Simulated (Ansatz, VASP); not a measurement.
**MgS in VASP and in Ansatz**

File INCAR:

```
SYSTEM = MgS
PREC = Accurate
ENCUT = 520
EDIFF = 1E-6
ISMEAR = 0
SIGMA = 0.1
LREAL = .False.
LASPH = .True.
NELM = 60
ALGO = Normal
ISIF = 2
LWAVE = .False.
LCHARG = .False.
GGA = PE
NBANDS = 11
```

KPOINTS

```
regular mesh
0
Gamma
  6 6 4
  0 0 0
```

Contents of POSCAR:

```
MgS
1.0
    3.1306318400      0.0000000000      0.0000000000
   -1.5653159200      2.7112067000      0.0000000000
    0.0000000000      0.0000000000      4.5648429200
Mg S
1 1
Direct
    0.0000000000      0.0000000000      0.0000000000
    0.0000000000      0.0000000000      0.5000000000
```

Input for Ansatz:

```yaml
crystal:
  lattice:
    - [3.13063184, 0.0, 0.0]
    - [-1.56531592, 2.7112067, 0.0]
    - [0.0, 0.0, 4.56484292]
  atoms:
    - { symbol: Mg, position: [0.0, 0.0, 0.0] }
    - { symbol: S, position: [0.0, 0.0, 0.5] }
basis:
  ecutwfc: 420
kpoints:
  mp_grid: { grid: [6, 6, 4] }
hamiltonian:
  xc: pbe
scf:
  occupations: { method: gaussian, width: 0.1 }
  lower_state_search: "off"
output:
  forces: true
  stress: true
  eigenvalues: true
```

Alike in both runs: task single point; functional PBE; k mesh 6 × 6 × 4; occupations gaussian, width 0.1 eV; no spin polarisation.

|  | VASP | Ansatz |
| --- | --- | --- |
| version | VASP 6.6.1 | Ansatz 0.2.0 |
| potentials or method | VASP PAW PBE potentials, release 64 (Mg, S), cutoff 520 eV | scalar-relativistic, plane waves, PAW |
| valence electrons in the cell | 8 | 16 |

|  | VASP | Ansatz | Ansatz less VASP |
| --- | --- | --- | --- |
| gap on the k mesh at the Fermi level (eV) | none | none | - |
| pressure (GPa) | 10.7 | 10.8 | +0.10 |
| traceless stress, the component that is largest in VASP (GPa) | 2.02 | 2.05 | +0.038 |

A gap of «none» marks a metal or a gap that the smearing closes. VASP's potentials hold 8 valence electrons a cell and Ansatz's 16, so a difference there can come from the potentials and not from the codes.

The k mesh is coarse, so the values compare programs but aren't converged.
